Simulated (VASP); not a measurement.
# TaAs (I4_1md) in VASP: further runs, part 2 of 2

VASP 6.6.1. The steps go on from the part before.

## 5. Single point, PBE

This run uses another cell than the first one, of 17.40 Å³/atom, 0.989 times its volume.

INCAR reads:

```
PREC = Accurate ; ENCUT = 520
EDIFF = 1E-7 ; ISMEAR = 0
SIGMA = 0.1 ; LREAL = F
LASPH = T ; NELM = 100
ALGO = Normal ; ISIF = 2
LWAVE = F ; LCHARG = T
GGA = PE ; LELF = T
LVHAR = T ; NBANDS = 24
```

KPOINTS reads:

```
regular mesh
0
Gamma
  18 18 18
```

POSCAR reads:

```
TaAs
1.0
   -1.7218133622      1.7218133622      5.8679415361
    1.7218133622     -1.7218133622      5.8679415361
    1.7218133622      1.7218133622     -5.8679415361
Ta As
2 2
Direct
    0.4999673000      0.9999673000      0.5000000000
    0.7499673000      0.7499673000      0.0000000000
    0.0826321200      0.5826321200      0.5000000000
    0.3326321200      0.3326321200      0.0000000000
```

Potentials or basis: VASP PAW PBE potentials, release 64 (Ta_pv, As).

Command:

```bash
$ cat potpaw_PBE.64/Ta_pv/POTCAR potpaw_PBE.64/As/POTCAR > POTCAR
$ mpirun -np 1 vasp_std > vasp.out
```

OUTCAR:

```text
PREC = Accurate
   ENCUT = 520
   EDIFF = 1E-7
   ISMEAR = 0
   LREAL = F
   LASPH = T
   NELM = 100
   ISIF = 2
   GGA = PE

 ion  position               nearest neighbor table
   1  0.500  1.000  0.500-   4 2.61   4 2.61   3 2.62   3 2.62   3 2.62   3 2.62   2 3.40   2 3.40
                             2 3.40   2 3.40
   2  0.750  0.750  0.000-   3 2.61   3 2.61   4 2.62   4 2.62   4 2.62   4 2.62   1 3.40   1 3.40
                             1 3.40   1 3.40
   3  0.083  0.583  0.500-   2 2.61   2 2.61   1 2.62   1 2.62   1 2.62   1 2.62
   4  0.333  0.333  0.000-   1 2.61   1 2.61   2 2.62   2 2.62   2 2.62   2 2.62

  LATTYP: Found a body centered tetragonal cell.
 ALAT       =     3.4436267244
 C/A-ratio  =     3.4080009279

  Lattice vectors:

 A1 = (  -1.7218133622,   1.7218133622,   5.8679415361)
 A2 = (   1.7218133622,  -1.7218133622,   5.8679415361)
 A3 = (   1.7218133622,   1.7218133622,  -5.8679415361)

Analysis of symmetry for initial positions (statically):
=====================================================================
 Subroutine PRICEL returns:
 Original cell was already a primitive cell.

 Routine SETGRP: Setting up the symmetry group for a
 body centered tetragonal supercell.

 Subroutine GETGRP returns: Found  8 space group operations
 (whereof  4 operations were pure point group operations)
 out of a pool of 16 trial point group operations.

The static configuration has the point symmetry C_2v.
 The point group associated with its full space group is C_4v.

Analysis of symmetry for dynamics (positions and initial velocities):
=====================================================================
 Subroutine PRICEL returns:
 Original cell was already a primitive cell.

 Routine SETGRP: Setting up the symmetry group for a
 body centered tetragonal supercell.

 Subroutine GETGRP returns: Found  8 space group operations
 (whereof  4 operations were pure point group operations)
 out of a pool of 16 trial point group operations.

The dynamic configuration has the point symmetry C_2v.
 The point group associated with its full space group is C_4v.

 Subroutine INISYM returns: Found  8 space group operations
 (whereof  4 operations are pure point group operations),
 and found     1 'primitive' translations

----------------------------------------------------------------------------------------

                                     Primitive cell

  volume of cell :      69.5854

  direct lattice vectors                    reciprocal lattice vectors
    -1.721813362  1.721813362  5.867941536     0.000000000  0.290391520  0.085208756
     1.721813362 -1.721813362  5.867941536     0.290391520  0.000000000  0.085208756
     1.721813362  1.721813362 -5.867941536     0.290391520  0.290391520  0.000000000

  length of vectors
     6.353111079  6.353111079  6.353111079     0.302634709  0.302634709  0.410675626

  position of ions in fractional coordinates (direct lattice)
     0.499967300  0.999967300  0.500000000
     0.749967300  0.749967300  0.000000000
     0.082632120  0.582632120  0.500000000
     0.332632120  0.332632120  0.000000000

  ion indices of the primitive-cell ions
   primitive index   ion index
                 1           1
[... 27 lines left out ...]

 Found    480 irreducible k-points:

 Following reciprocal coordinates:
            Coordinates               Weight
  0.000000  0.000000  0.000000      1.000000
  0.055556 -0.000000  0.000000      8.000000
  0.111111 -0.000000  0.000000      8.000000
  0.166667  0.000000 -0.000000      8.000000
  0.222222  0.000000 -0.000000      8.000000
  0.277778  0.000000  0.000000      8.000000
[... 16 lines left out ...]
 -0.277778  0.055556 -0.000000     16.000000
 -0.222222  0.055556  0.000000     16.000000
 [... further k-points ...]
   k-points           NKPTS =    480   k-points in BZ     NKDIM =    480   number of bands    NBANDS=     24
   number of dos      NEDOS =    301   number of ions     NIONS =      4
   total plane-waves  NPLWV = 110592
   dimension x,y,z NGX =    48 NGY =   48 NGZ =   48
   dimension x,y,z NGXF=    96 NGYF=   96 NGZF=   96
   ions per type =               2   2
   NGX,Y,Z   is equivalent  to a cutoff of  12.56, 12.56, 12.56 a.u.
   NGXF,Y,Z  is equivalent  to a cutoff of  25.12, 25.12, 25.12 a.u.
 SYSTEM =  unknown system
   PREC   = accura    normal or accurate (medium, high low for compatibility)
   ISTART =      0    job   : 0-new  1-cont  2-samecut
   ICHARG =      2    charge: 1-file 2-atom 10-const
   ISPIN  =      1    spin polarized calculation?
   LNONCOLLINEAR =      F non collinear calculations
   LSORBIT =      F    spin-orbit coupling
   LASPH  =      T    aspherical Exc in radial PAW
   ENCUT  =  520.0 eV  38.22 Ry    6.18 a.u.  11.81 11.81 11.81*2*pi/ulx,y,z
   NELM   =    100;   NELMIN=  2; NELMDL= -5     # of ELM steps
   EDIFF  = 0.1E-06   stopping-criterion for ELM
   LREAL  =      F    real-space projection
   EDIFFG = 0.1E-05   stopping-criterion for IOM
   NSW    =      0    number of steps for IOM
   IBRION =     -1    ionic relax: 0-MD 1-quasi-New 2-CG
   NFREE  =      0    steps in history (QN), initial steepest desc. (CG)
   ISIF   =      2    stress and relaxation
   ISYM   =      2    0-nonsym 1-usesym 2-fastsym
   POTIM  = 0.5000    time-step for ionic-motion
   TEBEG  =    0.0;   TEEND  =   0.0 temperature during run
   PSTRESS=    0.0 pullay stress
   NELECT =      32.0000    total number of electrons
   NUPDOWN=      -1.0000    fix difference up-down
   EMIN   =  10.00;   EMAX   =-10.00  energy-range for DOS
   EFERMI =   0.00;   METHOD = LEGACY
   ISMEAR =     0;   SIGMA  =   0.10  broadening in eV -4-tet -1-fermi 0-gaus
   EFERMI_NEDOS =   21; number of points for ismear=-14 and -15
   IALGO  =     38    algorithm
   IMIX   =      4    mixing-type and parameters
     AMIX     =   0.40;   BMIX     =  1.00
     AMIX_MAG =   1.60;   BMIX_MAG =  1.00
  volume/ion in A,a.u.               =      17.40       117.40
  Fermi-wavevector in a.u.,A,eV,Ry     =   1.263627  2.387909 21.725142  1.596753
  Thomas-Fermi vector in A             =   2.396974
   LORBIT       =      0    0 simple, 1 ext, 2 COOP (PROOUT), +10 PAW based schemes
   GGA     = PE    functional components
   LHFCALC =     F    Hartree Fock is set to
   AEXX    =    0.0000 exact exchange contribution
   IVDW    =     0    specifies the selected vdW correction
   LEPSILON=     F    determine dielectric tensor
   LRPA    =     F    only Hartree local field effects (RPA)
 non-spin polarized calculation
 Gauss-broadening in eV      SIGMA  =   0.10
  energy-cutoff  :      520.00
  volume of cell :       69.59
 maximum number of plane-waves:      1896
   NGX = 23   NGY = 23   NGZ = 23

 number of electron      32.0000002 magnetization

 Free energy of the ion-electron system (eV)
  ---------------------------------------------------
  ext. energy  EPLUGINS =         0.00000000
  ---------------------------------------------------
  free energy    TOTEN  =       -35.10949848 eV

  energy without entropy =      -35.10782902  energy(sigma->0) =      -35.10866375

 E-fermi :   6.9782     XC(G=0): -11.9088

 val. band max:        6.9743637616   @ k =  -0.1111   0.5000   0.1111
 cond. band min:       6.9837680159   @ k =  -0.3333   0.4444   0.3333
 fundamental gap:      0.0094042543
 Fermi energy:         6.9782043749

 k-point     1 :       0.0000    0.0000    0.0000
  band No.  band energies     occupation
      1     -28.0083      2.00000
      2     -27.9640      2.00000
      3     -27.9640      2.00000
      4     -27.8169      2.00000
      5     -27.8169      2.00000
      6     -27.7721      2.00000
[... 637 lines left out ...]
     23      11.6306      0.00000
     24      12.3816      0.00000

 [... further k-points ...]

------------------------ aborting loop because EDIFF is reached ----------------------------------------

  FORCE on cell =-STRESS in cart. coord.  units (eV):
  Direction    XX          YY          ZZ          XY          YZ          ZX
  --------------------------------------------------------------------------------------
  -------------------------------------------------------------------------------------
  Total        1.2918014      1.2918014      0.7745240      0.0000000      0.0000000      0.0000000
  in kB       29.7432487     29.7432487     17.8331288      0.0000000      0.0000000      0.0000000
  external PRESSURE =      25.7732087 kB  Pullay stress =       0.0000000 kB

 VOLUME and BASIS-vectors are now :
 -----------------------------------------------------------------------------
  energy-cutoff  :      520.00
  volume of cell :       69.59
      direct lattice vectors                 reciprocal lattice vectors
    -1.721813362  1.721813362  5.867941536     0.000000000  0.290391520  0.085208756
     1.721813362 -1.721813362  5.867941536     0.290391520  0.000000000  0.085208756
     1.721813362  1.721813362 -5.867941536     0.290391520  0.290391520  0.000000000

 POSITION                                       TOTAL-FORCE (eV/Angst)
 -----------------------------------------------------------------------------------
      1.72181     -0.00000      5.86756        -0.000000      0.000000      0.025163
      0.00000      0.00000      8.80153         0.000000     -0.000000      0.025163
      1.72181      0.00000      0.96976         0.000000     -0.000000     -0.025163
      0.00000      0.00000      3.90373        -0.000000      0.000000     -0.025163
 -----------------------------------------------------------------------------------
    total drift:                                0.000000      0.000000      0.000243

  FREE ENERGIE OF THE ION-ELECTRON SYSTEM (eV)
  ---------------------------------------------------
  free  energy   TOTEN  =       -35.1094984761 eV

  energy  without entropy=      -35.1078290235  energy(sigma->0) =      -35.10866375
```

Wall time 12 min (1 thread of Intel Xeon 6975P-C (Granite Rapids), shared host); peak memory 0.88 GiB.

What came out:

```
Free energy            : -35.1095 eV
Pressure               : 2.6 GPa
Largest force          : 0.025 eV/Å
Band gap on the k mesh : zero (band 16 reaches 7.02 eV, above the bottom of band 17 at 6.97 eV)
```

Forces on the atoms (eV/Å):
```
Ta   0.000  0.000  0.025
Ta   0.000  0.000  0.025
As   0.000  0.000 -0.025
As   0.000  0.000 -0.025
```

Stress tensor (GPa, compression positive):
```
2.97 0.00 0.00
0.00 2.97 0.00
0.00 0.00 1.78
```

Caveat: spin-orbit coupling is left out, which moves the levels of the heavy elements.

## 6. Single point, PBE (equal strain along all axes, cell held: +2.0 %, then relaxed in part)

INCAR reads:

```
SYSTEM = TaAs
ALGO = Normal
EDIFF = 1E-6
ENCUT = 520
GGA = PE
ISIF = 2
ISMEAR = 0
LASPH = .True.
LCHARG = .False.
LREAL = .False.
LWAVE = .False.
NBANDS = 42
NELM = 100
PREC = Accurate
SIGMA = 0.1
```

KPOINTS reads:

```
k-points
0
Gamma
  10 10 4
  0 0 0
```

POSCAR reads:

```
TaAs
1.0
    3.5321551135      0.0000000000      0.0000000000
    0.0000000000      3.5321551135      0.0000000000
    0.0000000000      0.0000000000     11.9692796537
Ta As
4 4
Direct
    0.0000000000      0.5000000000      0.7500629330
    0.5000000000      0.5000000000      0.0000629330
    0.5000000000      0.0000000000      0.2500629330
    0.0000000000      0.0000000000      0.5000629330
    0.5000000000      0.0000000000      0.8325364870
    0.0000000000      0.0000000000      0.0825364870
    0.0000000000      0.5000000000      0.3325364870
    0.5000000000      0.5000000000      0.5825364870
```

Potentials or basis: VASP PAW PBE potentials, release 64 (Ta_pv, As).

Command:

```bash
$ cat potpaw_PBE.64/Ta_pv/POTCAR potpaw_PBE.64/As/POTCAR > POTCAR
$ mpirun -np 1 vasp_std > vasp.out
```

OUTCAR:

```text
SYSTEM = TaAs
   EDIFF = 1E-6
   ENCUT = 520
   GGA = PE
   ISIF = 2
   ISMEAR = 0
   LASPH = .True.
   LREAL = .False.
   NELM = 100
   PREC = Accurate

 ion  position               nearest neighbor table
   1  0.000  0.500  0.750-   8 2.67   8 2.67   5 2.69   5 2.69   5 2.69   5 2.69   2 3.47   4 3.47
                             4 3.47   2 3.47
   2  0.500  0.500  0.000-   5 2.67   5 2.67   6 2.69   6 2.69   6 2.69   6 2.69   3 3.47   1 3.47
                             3 3.47   1 3.47
   3  0.500  0.000  0.250-   6 2.67   6 2.67   7 2.69   7 2.69   7 2.69   7 2.69   4 3.47   4 3.47
                             2 3.47   2 3.47
   4  0.000  0.000  0.500-   7 2.67   7 2.67   8 2.69   8 2.69   8 2.69   8 2.69   3 3.47   3 3.47
                             1 3.47   1 3.47
   5  0.500  0.000  0.833-   2 2.67   2 2.67   1 2.69   1 2.69   1 2.69   1 2.69
   6  0.000  0.000  0.083-   3 2.67   3 2.67   2 2.69   2 2.69   2 2.69   2 2.69
   7  0.000  0.500  0.333-   4 2.67   4 2.67   3 2.69   3 2.69   3 2.69   3 2.69
   8  0.500  0.500  0.583-   1 2.67   1 2.67   4 2.69   4 2.69   4 2.69   4 2.69

  LATTYP: Found a simple tetragonal cell.
 ALAT       =     3.5321551135
 C/A-ratio  =     3.3886619554

[... 217 lines left out ...]
  band No.  band energies     occupation
      1     -28.8149      2.00000
      2     -28.8149      2.00000
      3     -28.8127      2.00000
      4     -28.8127      2.00000
      5     -28.8080      2.00000
      6     -28.7194      2.00000
[... 1069 lines left out ...]
     41       9.0321      0.00000
     42       9.2692      0.00000

 [... further k-points ...]

------------------------ aborting loop because EDIFF is reached ----------------------------------------

  FORCE on cell =-STRESS in cart. coord.  units (eV):
  Direction    XX          YY          ZZ          XY          YZ          ZX
  --------------------------------------------------------------------------------------
  -------------------------------------------------------------------------------------
  Total       -8.7322722     -8.7322722     -7.4002387      0.0000000      0.0000000      0.0000000
  in kB      -93.6893656    -93.6893656    -79.3978539      0.0000000      0.0000000      0.0000000
  external PRESSURE =     -88.9255284 kB  Pullay stress =       0.0000000 kB

 VOLUME and BASIS-vectors are now :
 -----------------------------------------------------------------------------
  energy-cutoff  :      520.00
  volume of cell :      149.33
      direct lattice vectors                 reciprocal lattice vectors
     3.532155113  0.000000000  0.000000000     0.283113274  0.000000000  0.000000000
     0.000000000  3.532155113  0.000000000     0.000000000  0.283113274  0.000000000
     0.000000000  0.000000000 11.969279654     0.000000000  0.000000000  0.083547217

 POSITION                                       TOTAL-FORCE (eV/Angst)
 -----------------------------------------------------------------------------------
      0.00000      1.76608      8.97771        -0.000000      0.000000      0.001566
      1.76608      1.76608      0.00075         0.000000     -0.000000      0.001566
      1.76608      0.00000      2.99307        -0.000000      0.000000      0.001566
      0.00000      0.00000      5.98539        -0.000000      0.000000      0.001566
      1.76608      0.00000      9.96486         0.000000     -0.000000     -0.001566
      0.00000      0.00000      0.98790         0.000000      0.000000     -0.001566
      0.00000      1.76608      3.98022        -0.000000      0.000000     -0.001566
      1.76608      1.76608      6.97254         0.000000      0.000000     -0.001566
 -----------------------------------------------------------------------------------
    total drift:                                0.000000     -0.000000      0.000560

  FREE ENERGIE OF THE ION-ELECTRON SYSTEM (eV)
  ---------------------------------------------------
  free  energy   TOTEN  =       -69.9878394507 eV

  energy  without entropy=      -69.9832552376  energy(sigma->0) =      -69.98554734
```

It used 1000 s of CPU time on 1 thread of AMD EPYC 7R13 Processor (Zen 3), on a shared host.

Results:

```yaml
Free_energy: -69.9878 eV
Pressure: -8.9 GPa
Band_gap_on_the_k_mesh: 0.08 eV
```

Caveat: the cell differs from its parent crystal (equal strain along all axes, cell held: +2.0 %, then relaxed in part); spin-orbit coupling is left out, which moves the levels of the heavy elements.

## 7. The runs side by side

| cell | k mesh | gap on the mesh (eV) | pressure (GPa) | largest force (eV/Å) |
| --- | --- | --- | --- | --- |
| a = 6.358 Å, angles 148.4, 148.4, 45.3°, 4 atoms | 18 × 18 × 18 | none | 0.4 | - |
| a = 6.353 Å, angles 148.6, 148.6, 45.1°, 4 atoms | 8 × 8 × 8 | none | 2.6 | 0.03 |
| a = 6.353 Å, angles 148.6, 148.6, 45.1°, 4 atoms | 18 × 18 × 18 | none | 2.6 | 0.03 |
| a = 3.532, b = 3.532, c = 11.969 Å, 8 atoms | 10 × 10 × 4 | 0.08 | -8.9 | - |

Alike in all rows: task single point; level PBE; potentials or basis VASP PAW PBE potentials, release 64 (Ta_pv, As); no spin polarisation; cutoff (eV) 520; smearing gaussian 0.1 eV.

Caveats: spin-orbit coupling is left out, which moves the levels of the heavy elements.

Absolute energies hang on the potentials; compare differences alone.
